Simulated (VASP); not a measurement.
Here is a VASP 6.6.1 calculation.

Contents of INCAR:

```
PREC = Accurate
ENCUT = 520
EDIFF = 1E-7
ISMEAR = 0
SIGMA = 0.15
LREAL = False
LASPH = True
NELM = 60
ALGO = Normal
ISIF = 2
LWAVE = False
LCHARG = True
GGA = PS
LELF = True
LVHAR = True
NBANDS = 15
```

File KPOINTS:

```
Automatic mesh
0
Gamma
  18 18 18
```

The input POSCAR:

```
ZrC
1.0
    0.0000000000      2.3854631500      2.4207163000
    2.3854631500      0.0000000000      2.4207163000
    2.3854631500      2.3854631500      0.0000000000
Zr C
1 1
Direct
    0.5000000000      0.5000000000      0.5000000000
    0.0000000000      0.0000000000      0.0000000000
```

Potentials or basis: VASP PAW PBE potentials, release 64 (Zr_sv, C).

The run is started by

```bash
$ cat potpaw_PBE.64/Zr_sv/POTCAR potpaw_PBE.64/C/POTCAR > POTCAR
$ mpirun -np 1 vasp_std > vasp.out
```

(1) What does it give for the pressure?

(2) Predict the band gap on the k mesh.

## Answers

(1) -15.6 GPa.

(2) zero (band 8 reaches 9.78 eV, above the bottom of band 9 at 8.45 eV).

Caveat: the cell differs from its parent crystal (strain +0.015 along x and y, +0.030 along z); the PAW data sets were made with another functional, which shifts forces and pressure a little.
